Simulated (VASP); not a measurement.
# Ta (P6/mmm) in VASP: a series of runs

The runs below take Ta through single point, with LDA.

All numbers are computed with VASP 6.6.1; they aren't measurements. Logs are shortened: lines on timing, memory, paths and dates and some standing lists are left out, and cuts for length are marked.

### 1 The cell of the first run

The structure is hexagonal, space group P6/mmm (No. 191). The conventional cell has a = 4.766 Å, b = 4.766 Å, c = 2.674 Å, α = 90.00°, β = 90.00°, γ = 120.00°. Ta (site symmetry 6/mmm) has 14 Ta at 2.67 to 3.06 Å within 3.5 Å. Ta (site symmetry -6m2) has 11 Ta at 2.67 to 3.06 Å within 3.5 Å.

This isn't the form of Ta at room conditions, which is bcc.

### 2 Single point, LDA (17.53 Å³/atom)

INCAR reads:

```
SYSTEM = Ta
PREC = Accurate
ENCUT = 520
EDIFF = 1E-7
ISMEAR = -1
SIGMA = 0.1
LREAL = .False.
LASPH = .True.
NELM = 100
ALGO = Normal
ISIF = 2
LWAVE = .False.
LCHARG = .False.
GGA = CA
NBANDS = 24
```

KPOINTS reads:

```
Automatic mesh
0
Gamma
  9 9 13
  0 0 0
```

POSCAR reads:

```
Ta
1.0
    4.7659966434      0.0000000000      0.0000000000
   -2.3829983217      4.1274741675      0.0000000000
    0.0000000000      0.0000000000      2.6738602232
Ta
3
Direct
    1.0000000000      1.0000000000      0.0000000000
    0.3333333333      0.6666666667      0.5000000000
    0.6666666667      0.3333333333      0.5000000000
```

Potentials or basis: VASP PAW LDA potentials, release 64 (Ta_pv).

Launch:

```bash
> cat potpaw_LDA.64/Ta_pv/POTCAR > POTCAR
> mpirun -np 1 vasp_std > vasp.out
```

OUTCAR:

```text
SYSTEM = Ta
   PREC = Accurate
   ENCUT = 520
   EDIFF = 1E-7
   ISMEAR = -1
   LREAL = .False.
   LASPH = .True.
   NELM = 100
   ISIF = 2
   GGA = CA

 ion  position               nearest neighbor table
   1  0.000  0.000  0.000-   2 3.06   3 3.06   2 3.06   3 3.06   2 3.06   2 3.06   3 3.06   3 3.06
                             3 3.06   3 3.06   2 3.06   2 3.06
   2  0.333  0.667  0.500-   3 2.75   3 2.75   3 2.75   1 3.06   1 3.06   1 3.06   1 3.06   1 3.06
                             1 3.06
   3  0.667  0.333  0.500-   2 2.75   2 2.75   2 2.75   1 3.06   1 3.06   1 3.06   1 3.06   1 3.06
                             1 3.06

  LATTYP: Found a hexagonal cell.
 ALAT       =     4.7659966434
 C/A-ratio  =     0.5610285578

  Lattice vectors:

 A1 = (   4.7659966434,   0.0000000000,   0.0000000000)
 A2 = (  -2.3829983217,   4.1274741675,   0.0000000000)
 A3 = (   0.0000000000,   0.0000000000,   2.6738602232)

Analysis of symmetry for initial positions (statically):
=====================================================================
 Subroutine PRICEL returns:
 Original cell was already a primitive cell.

 Routine SETGRP: Setting up the symmetry group for a
 hexagonal supercell.

 Subroutine GETGRP returns: Found 24 space group operations
 (whereof 24 operations were pure point group operations)
 out of a pool of 24 trial point group operations.

The static configuration has the point symmetry D_6h.

Analysis of symmetry for dynamics (positions and initial velocities):
=====================================================================
 Subroutine PRICEL returns:
 Original cell was already a primitive cell.

 Routine SETGRP: Setting up the symmetry group for a
 hexagonal supercell.

 Subroutine GETGRP returns: Found 24 space group operations
 (whereof 24 operations were pure point group operations)
 out of a pool of 24 trial point group operations.

The dynamic configuration has the point symmetry D_6h.

 Subroutine INISYM returns: Found 24 space group operations
 (whereof 24 operations are pure point group operations),
 and found     1 'primitive' translations

----------------------------------------------------------------------------------------

                                     Primitive cell

  volume of cell :      52.5989

  direct lattice vectors                    reciprocal lattice vectors
[... 87 lines left out ...]
   ENCUT  =  520.0 eV  38.22 Ry    6.18 a.u.   8.86  8.86  4.97*2*pi/ulx,y,z
   NELM   =    100;   NELMIN=  2; NELMDL= -5     # of ELM steps
   EDIFF  = 0.1E-06   stopping-criterion for ELM
   LREAL  =      F    real-space projection
   EDIFFG = 0.1E-05   stopping-criterion for IOM
   NSW    =      0    number of steps for IOM
   IBRION =     -1    ionic relax: 0-MD 1-quasi-New 2-CG
   NFREE  =      0    steps in history (QN), initial steepest desc. (CG)
   ISIF   =      2    stress and relaxation
   ISYM   =      2    0-nonsym 1-usesym 2-fastsym
   POTIM  = 0.5000    time-step for ionic-motion
   TEBEG  =    0.0;   TEEND  =   0.0 temperature during run
   PSTRESS=    0.0 pullay stress
   NELECT =      33.0000    total number of electrons
   NUPDOWN=      -1.0000    fix difference up-down
   EMIN   =  10.00;   EMAX   =-10.00  energy-range for DOS
   EFERMI =   0.00;   METHOD = LEGACY
   ISMEAR =    -1;   SIGMA  =   0.10  broadening in eV -4-tet -1-fermi 0-gaus
   EFERMI_NEDOS =   21; number of points for ismear=-14 and -15
   IALGO  =     38    algorithm
   IMIX   =      4    mixing-type and parameters
     AMIX     =   0.40;   BMIX     =  1.00
     AMIX_MAG =   1.60;   BMIX_MAG =  1.00
  volume/ion in A,a.u.               =      17.53       118.32
  Fermi-wavevector in a.u.,A,eV,Ry     =   1.401481  2.648415 26.723869  1.964149
  Thomas-Fermi vector in A             =   2.524338
   LORBIT       =      0    0 simple, 1 ext, 2 COOP (PROOUT), +10 PAW based schemes
   GGA     = CA    functional components
   LHFCALC =     F    Hartree Fock is set to
   AEXX    =    0.0000 exact exchange contribution
   IVDW    =     0    specifies the selected vdW correction
   LEPSILON=     F    determine dielectric tensor
   LRPA    =     F    only Hartree local field effects (RPA)
 non-spin polarized calculation
  energy-cutoff  :      520.00
  volume of cell :       52.60
 maximum number of plane-waves:      1438
 NGX is ok and might be reduce to    36
   NGX = 17   NGY = 17   NGZ =  9

 number of electron      32.9999997 magnetization

 Free energy of the ion-electron system (eV)
  ---------------------------------------------------
  ext. energy  EPLUGINS =         0.00000000
  ---------------------------------------------------
  free energy    TOTEN  =       -37.82300395 eV

  energy without entropy =      -37.72665441  energy(sigma->0) =      -37.77482918

 E-fermi :   5.9118     XC(G=0): -12.9197

 val. band max:        5.8980571264   @ k =   0.2222   0.2222   0.2308
 cond. band min:       5.9174043732   @ k =   0.3333   0.2222   0.0769
 fundamental gap:      0.0193472468
 Fermi energy:         5.9118091966

 k-point     1 :       0.0000    0.0000    0.0000
  band No.  band energies     occupation
      1     -28.2425      2.00000
      2     -28.2425      2.00000
      3     -27.9891      2.00000
      4     -27.9891      2.00000
      5     -27.2578      2.00000
      6     -27.2578      2.00000
[... 637 lines left out ...]
     23      10.2538      0.00000
     24      11.0475      0.00000

 [... further k-points ...]

------------------------ aborting loop because EDIFF is reached ----------------------------------------

  FORCE on cell =-STRESS in cart. coord.  units (eV):
  Direction    XX          YY          ZZ          XY          YZ          ZX
  --------------------------------------------------------------------------------------
  -------------------------------------------------------------------------------------
  Total        0.3156492      0.3156492      0.2287328      0.0000000      0.0000000      0.0000000
  in kB        9.6147600      9.6147600      6.9672636      0.0000000      0.0000000      0.0000000
  external PRESSURE =       8.7322612 kB  Pullay stress =       0.0000000 kB

 VOLUME and BASIS-vectors are now :
 -----------------------------------------------------------------------------
  energy-cutoff  :      520.00
  volume of cell :       52.60
      direct lattice vectors                 reciprocal lattice vectors
     4.765996643  0.000000000  0.000000000     0.209819703  0.121139462  0.000000000
    -2.382998322  4.127474167  0.000000000     0.000000000  0.242278924  0.000000000
     0.000000000  0.000000000  2.673860223     0.000000000  0.000000000  0.373991128

 POSITION                                       TOTAL-FORCE (eV/Angst)
 -----------------------------------------------------------------------------------
      0.00000      0.00000      0.00000        -0.000000      0.000000      0.000000
     -0.00000      2.75165      1.33693         0.000000     -0.000000     -0.000000
      2.38300      1.37582      1.33693        -0.000000      0.000000      0.000000
 -----------------------------------------------------------------------------------
    total drift:                                0.000000      0.000000     -0.000000

  FREE ENERGIE OF THE ION-ELECTRON SYSTEM (eV)
  ---------------------------------------------------
  free  energy   TOTEN  =       -37.8230039471 eV

  energy  without entropy=      -37.7266544133  energy(sigma->0) =      -37.77482918
```

It took 2.3 min on 1 thread of AMD EPYC 7R13, shared host; peak memory 0.17 GiB.

What came out:

| Property | Result |
| --- | --- |
| Free energy | -37.8230 eV |
| Pressure | 0.9 GPa |
| Band gap on the k mesh | zero (an odd number of electrons rules out a gap without spin polarisation) |

Stress tensor (GPa, compression positive):
```
0.96 0.00 0.00
0.00 0.96 0.00
0.00 0.00 0.70
```

Caveat: spin-orbit coupling is left out, which moves the levels of the heavy elements.

### 3 Single point, LDA (18.23 Å³/atom)

This run uses another cell than the first one, of 18.23 Å³/atom.

INCAR reads:

```
  PREC = Accurate
  ENCUT = 520
  EDIFF = 1E-6
  ISMEAR = -1
  SIGMA = 0.1
  LREAL = F
  LASPH = T
  NELM = 80
  ALGO = Normal
  ISIF = 2
  LWAVE = F
  LCHARG = F
  NBANDS = 24
```

KPOINTS reads:

```
regular mesh
0
Gamma
  9 9 13
```

POSCAR reads:

```
Ta
1.0
    4.8287143178      0.0000000000      0.0000000000
   -2.4143571589      4.1817892669      0.0000000000
    0.0000000000      0.0000000000      2.7090466297
Ta
3
Direct
    1.0000000000      1.0000000000      0.0000000000
    0.3333333333      0.6666666667      0.5000000000
    0.6666666667      0.3333333333      0.5000000000
```

Potentials or basis: VASP PAW LDA potentials, release 64 (Ta_pv).

Launch:

```bash
> cat potpaw_LDA.64/Ta_pv/POTCAR > POTCAR
> mpirun -np 1 vasp_std > vasp.out
```

Run time: 2.4 min. Hardware: 1 thread of AMD EPYC 7R13, shared host; peak memory 0.18 GiB.

Results (log left out):

```
Free energy            : -37.7832 eV
Pressure               : -6.8 GPa
Band gap on the k mesh : zero (an odd number of electrons rules out a gap without spin polarisation)
```

Stress tensor (GPa, compression positive):
```
-6.47  0.00  0.00
 0.00 -6.47  0.00
 0.00  0.00 -7.53
```

Levels at points of the mesh, in eV from the Fermi level:
| k point | band 14 | band 15 | band 16 | band 17 | band 18 | band 19 | band 20 | band 21 |
| --- | --- | --- | --- | --- | --- | --- | --- | --- |
| (0.00, 0.00, 0.00) | -1.39 | -1.38 | -1.38 | -0.73 | 0.95 | 0.95 | 3.27 | 3.27 |

Caveat: the cell stands under tension; spin-orbit coupling is left out, which moves the levels of the heavy elements.

### 4 Single point, LDA (18.94 Å³/atom)

This run uses another cell than the first one, of 18.94 Å³/atom.

INCAR reads:

```
SYSTEM = Ta
ALGO = Normal
EDIFF = 1E-6
ENCUT = 520
GGA = CA
ISIF = 2
ISMEAR = -1
LASPH = .TRUE.
LCHARG = .FALSE.
LREAL = .FALSE.
LWAVE = .FALSE.
NBANDS = 24
NELM = 100
PREC = Accurate
SIGMA = 0.1
```

KPOINTS reads:

```
k-points
0
G
  9 9 13
  0 0 0
```

POSCAR reads:

```
Ta
1.0
    4.8898437733      0.0000000000      0.0000000000
   -2.4449218866      4.2347289282      0.0000000000
    0.0000000000      0.0000000000      2.7433419999
Ta
3
Direct
    1.0000000000      1.0000000000      0.0000000000
    0.3333333333      0.6666666667      0.5000000000
    0.6666666667      0.3333333333      0.5000000000
```

Launch:

```bash
> cat potpaw_LDA.64/Ta_pv/POTCAR > POTCAR
> mpirun -np 1 vasp_std > vasp.out
```

Run time: 2.5 min. Hardware: 1 thread of AMD EPYC 7R13, shared host; peak memory 0.18 GiB.

It converged, with:

* Free energy: -37.6516 eV
* Pressure: -13.2 GPa
* Band gap on the k mesh: zero (an odd number of electrons rules out a gap without spin polarisation)

Stress tensor (GPa, compression positive):
```
-12.59   0.00   0.00
  0.00 -12.59   0.00
  0.00   0.00 -14.32
```

Levels at points of the mesh, in eV from the Fermi level:
```tsv
k point	band 15	band 16	band 17	band 18	band 19	band 20
(0.00, 0.00, 0.00)	-1.35	-1.35	-0.69	0.94	0.94	3.15
```

Caveat: the cell stands under tension; spin-orbit coupling is left out, which moves the levels of the heavy elements.

### 5 Single point, LDA (19.64 Å³/atom)

This run uses another cell than the first one, of 19.64 Å³/atom.

INCAR reads:

```
ALGO     = Normal         # electronic algorithm
EDIFF    = 1E-6           # SCF threshold, eV
ENCUT    = 520            # plane-wave cutoff, eV
ISIF     = 2              # what is computed and relaxed
ISMEAR   = -1             # smearing method
LASPH    = True           # aspherical terms in the spheres
LCHARG   = False          # write CHGCAR
LREAL    = False          # projectors in reciprocal space
LWAVE    = False          # write WAVECAR
NBANDS   = 24             # bands
NELM     = 60             # most SCF steps
PREC     = Accurate       # precision mode
SIGMA    = 0.1            # smearing width, eV
```

KPOINTS reads:

```
k-points
0
Gamma
  9 9 13
```

POSCAR reads:

```
Ta
1.0
    4.9494818920      0.0000000000      0.0000000000
   -2.4747409460      4.2863770541      0.0000000000
    0.0000000000      0.0000000000      2.7768006876
Ta
3
Direct
    1.0000000000      1.0000000000      0.0000000000
    0.3333333333      0.6666666667      0.5000000000
    0.6666666667      0.3333333333      0.5000000000
```

Launch:

```bash
> cat potpaw_LDA.64/Ta_pv/POTCAR > POTCAR
> mpirun -np 1 vasp_std > vasp.out
```

Wall time 3 min (1 thread of AMD EPYC 7R13, shared host); peak memory 0.19 GiB.

The run converged. Its results:

```yaml
Free_energy: -37.4442 eV
Pressure: -18.4 GPa
Band_gap_on_the_k_mesh: zero (an odd number of electrons rules out a gap without spin polarisation)
```

Stress tensor (GPa, compression positive):
```
-17.64   0.00   0.00
  0.00 -17.64   0.00
  0.00   0.00 -19.92
```

Levels at points of the mesh, in eV from the Fermi level:
```csv
k point,band 13,band 14,band 15,band 16,band 17,band 18,band 19,band 20,band 21,band 22
"(0.00, 0.00, 0.00)",-1.36,-1.36,-1.33,-1.33,-0.66,0.92,0.92,3.04,3.04,3.08
```

Caveat: the cell stands under tension; spin-orbit coupling is left out, which moves the levels of the heavy elements.

### 6 Single point, LDA

INCAR reads:

```
SYSTEM = Ta
PREC = Accurate ; ENCUT = 520
EDIFF = 1E-6 ; ISMEAR = -1
SIGMA = 0.1 ; LREAL = .FALSE.
LASPH = .TRUE. ; NELM = 80
ALGO = Normal ; ISIF = 2
LWAVE = .FALSE. ; LCHARG = .FALSE.
NBANDS = 24
```

KPOINTS reads:

```
Automatic mesh
0
G
  10 10 15
  0 0 0
```

POSCAR reads:

```
Ta
1.0
    4.7659966434      0.0000000000      0.0000000000
   -2.3829983217      4.1274741675      0.0000000000
    0.0000000000      0.0000000000      2.6738602232
Ta
3
Direct
    1.0000000000      1.0000000000      0.0000000000
    0.3333333333      0.6666666667      0.5000000000
    0.6666666667      0.3333333333      0.5000000000
```

Potentials or basis: VASP PAW LDA potentials, release 64 (Ta_pv).

Launch:

```bash
> cat potpaw_LDA.64/Ta_pv/POTCAR > POTCAR
> mpirun -np 1 vasp_std > vasp.out
```

OUTCAR:

```text
SYSTEM = Ta
   PREC = Accurate
   ENCUT = 520
   EDIFF = 1E-6
   ISMEAR = -1
   LREAL = .FALSE.
   LASPH = .TRUE.
   NELM = 80
   ISIF = 2

 ion  position               nearest neighbor table
   1  0.000  0.000  0.000-   2 3.06   3 3.06   2 3.06   3 3.06   2 3.06   2 3.06   3 3.06   3 3.06
                             3 3.06   3 3.06   2 3.06   2 3.06
   2  0.333  0.667  0.500-   3 2.75   3 2.75   3 2.75   1 3.06   1 3.06   1 3.06   1 3.06   1 3.06
                             1 3.06
   3  0.667  0.333  0.500-   2 2.75   2 2.75   2 2.75   1 3.06   1 3.06   1 3.06   1 3.06   1 3.06
                             1 3.06

[... 847 lines left out ...]
  --------------------------------------------------------------------------------------
  -------------------------------------------------------------------------------------
  Total        0.3196779      0.3196779      0.1538767      0.0000000      0.0000000      0.0000000
  in kB        9.7374774      9.7374774      4.6871274      0.0000000      0.0000000      0.0000000
  external PRESSURE =       8.0540274 kB  Pullay stress =       0.0000000 kB

 VOLUME and BASIS-vectors are now :
 -----------------------------------------------------------------------------
  energy-cutoff  :      520.00
  volume of cell :       52.60
      direct lattice vectors                 reciprocal lattice vectors
     4.765996643  0.000000000  0.000000000     0.209819703  0.121139462  0.000000000
    -2.382998322  4.127474167  0.000000000     0.000000000  0.242278924  0.000000000
     0.000000000  0.000000000  2.673860223     0.000000000  0.000000000  0.373991128

 POSITION                                       TOTAL-FORCE (eV/Angst)
 -----------------------------------------------------------------------------------
      0.00000      0.00000      0.00000        -0.000000      0.000000     -0.000000
     -0.00000      2.75165      1.33693         0.000000     -0.000000      0.000000
      2.38300      1.37582      1.33693         0.000000      0.000000     -0.000000
 -----------------------------------------------------------------------------------
    total drift:                                0.000000      0.000000     -0.000000

  FREE ENERGIE OF THE ION-ELECTRON SYSTEM (eV)
  ---------------------------------------------------
  free  energy   TOTEN  =       -37.8198166347 eV

  energy  without entropy=      -37.7270040635  energy(sigma->0) =      -37.77341035
```

OSZICAR:

```text
N       E                     dE             d eps       ncg     rms          rms(c)
DAV:   1     0.288193569701E+03    0.28819E+03   -0.17943E+04  5376   0.141E+03
DAV:   2    -0.301044975167E+02   -0.31830E+03   -0.30759E+03  6280   0.412E+02
DAV:   3    -0.391203859575E+02   -0.90159E+01   -0.87019E+01  6984   0.654E+01
DAV:   4    -0.392311768122E+02   -0.11079E+00   -0.11058E+00  6024   0.738E+00
DAV:   5    -0.392329405896E+02   -0.17638E-02   -0.17633E-02  7120   0.763E-01    0.245E+01
DAV:   6    -0.381610863201E+02    0.10719E+01   -0.11258E+00  5896   0.812E+00    0.119E+01
DAV:   7    -0.378351307436E+02    0.32596E+00   -0.97392E-01  6184   0.766E+00    0.865E-01
DAV:   8    -0.378232293624E+02    0.11901E-01   -0.38843E-02  6632   0.217E+00    0.495E-01
DAV:   9    -0.378198341173E+02    0.33952E-02   -0.66388E-03  6040   0.702E-01    0.758E-02
DAV:  10    -0.378198159440E+02    0.18173E-04   -0.16522E-04  6752   0.976E-02    0.558E-02
DAV:  11    -0.378198173732E+02   -0.14292E-05   -0.18659E-05  6440   0.300E-02    0.962E-03
DAV:  12    -0.378198166347E+02    0.73843E-06   -0.34213E-06  5256   0.135E-02
   1 F= -.37819817E+02 E0= -.37773410E+02  d E =-.928126E-01
```

Run time: 3.4 min. Hardware: 1 thread of AMD EPYC 7R13, shared host; peak memory 0.19 GiB.

What came out:

```
Free energy            : -37.8198 eV
Pressure               : 0.8 GPa
Band gap on the k mesh : zero (an odd number of electrons rules out a gap without spin polarisation)
```

Stress tensor (GPa, compression positive):
```
0.97 0.00 0.00
0.00 0.97 0.00
0.00 0.00 0.47
```

Caveat: spin-orbit coupling is left out, which moves the levels of the heavy elements.

### 7 Overview

```csv
cell,k mesh,gap on the mesh (eV),pressure (GPa)
"a = 4.766, b = 4.766, c = 2.674 Å, angles 90.0, 90.0, 120.0°, 3 atoms",9 × 9 × 13,none,0.9
"a = 4.829, b = 4.829, c = 2.709 Å, angles 90.0, 90.0, 120.0°, 3 atoms",9 × 9 × 13,none,-6.8
"a = 4.890, b = 4.890, c = 2.743 Å, angles 90.0, 90.0, 120.0°, 3 atoms",9 × 9 × 13,none,-13.2
"a = 4.949, b = 4.949, c = 2.777 Å, angles 90.0, 90.0, 120.0°, 3 atoms",9 × 9 × 13,none,-18.4
"a = 4.766, b = 4.766, c = 2.674 Å, angles 90.0, 90.0, 120.0°, 3 atoms",10 × 10 × 15,none,0.8
```

Alike in all rows: task single point; level LDA; potentials or basis VASP PAW LDA potentials, release 64 (Ta_pv); no spin polarisation; cutoff (eV) 520; smearing fermi-dirac 0.1 eV.

Caveats: spin-orbit coupling is left out, which moves the levels of the heavy elements; the cell stands under tension (at least some runs).

Absolute energies hang on the potentials; compare differences alone.
